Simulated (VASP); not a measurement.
Wanted: the native input for a VASP 6.6.1 run.

```yaml
Task: single point
Functional: r2SCAN
Potentials_or_basis: VASP PAW PBE potentials, release 64 (Ge_d, Sb, Te)
Cutoff: 520 eV
k_mesh: 8 × 8 × 8
Occupations: gaussian, width 0.1 eV
Spin: no spin polarisation
Dipole_correction: no
Further_INCAR_settings: ALGO = Normal; EDIFF = 1e-06; NBANDS = 33
```

The system is GeSb2Te4.

```
CELL_PARAMETERS angstrom
-3.04020 3.04020 6.03113
3.04020 -3.04020 6.03113
3.04020 3.04020 -6.03113
ATOMIC_POSITIONS crystal
Ge 0.00000 0.00000 0.00000
Sb 0.50000 0.50000 0.00000
Sb 0.25000 0.75000 0.50000
Te 0.50334 0.00334 0.50000
Te 0.24615 0.24615 0.00000
Te 0.99666 0.49666 0.50000
Te 0.75385 0.75385 0.00000
```

These files were run (other wordings do the same):

POSCAR

```
GeSb2Te4
1.0
   -3.0401988212      3.0401988212      6.0311327577
    3.0401988212     -3.0401988212      6.0311327577
    3.0401988212      3.0401988212     -6.0311327577
Ge Sb Te
1 2 4
Direct
    0.0000000000      0.0000000000      0.0000000000
    0.5000000000      0.5000000000      0.0000000000
    0.2500000000      0.7500000000      0.5000000000
    0.5033402249      0.0033402249      0.5000000000
    0.2461455232      0.2461455232      0.0000000000
    0.9966597751      0.4966597751      0.5000000000
    0.7538544768      0.7538544768      0.0000000000
```

INCAR.step1

```
PREC = Accurate
ENCUT = 520
ISMEAR = 0
SIGMA = 0.1
LREAL = False
LASPH = True
NELM = 80
NBANDS = 33
GGA = PE
ALGO = Normal
EDIFF = 1E-4
LWAVE = True
LCHARG = False
```

INCAR.step2

```
PREC = Accurate
ENCUT = 520
EDIFF = 1E-6
ISMEAR = 0
SIGMA = 0.1
LREAL = False
LASPH = True
NELM = 80
ALGO = Normal
ISIF = 2
LWAVE = False
LCHARG = False
METAGGA = R2SCAN
LMIXTAU = True
NBANDS = 33
ISTART = 1
```

KPOINTS

```
regular mesh
0
Gamma
  8 8 8
```

Potentials or basis: VASP PAW PBE potentials, release 64 (Ge_d, Sb, Te).

Launch:

```sh
$ cat potpaw_PBE.64/Ge_d/POTCAR potpaw_PBE.64/Sb/POTCAR potpaw_PBE.64/Te/POTCAR > POTCAR
$ cp INCAR.step1 INCAR
$ mpirun -np 1 vasp_std > vasp.out
$ cp INCAR.step2 INCAR
$ mpirun -np 1 vasp_std > vasp.out
```

It gave:

```yaml
Pressure: -0.1 GPa
Largest_force: 0.004 eV/Å
Band_gap_on_the_k_mesh: zero (bands 24 and 25 overlap by 0.14 eV)
```

Caveat: the PAW data sets were made with another functional, which shifts forces and pressure a little; spin-orbit coupling is left out, which moves the levels of the heavy elements.

Wall time 15 min on 1 thread of Intel(R) Xeon(R) 6975P-C (Granite Rapids) (shared host), peak memory 0.74 GiB.
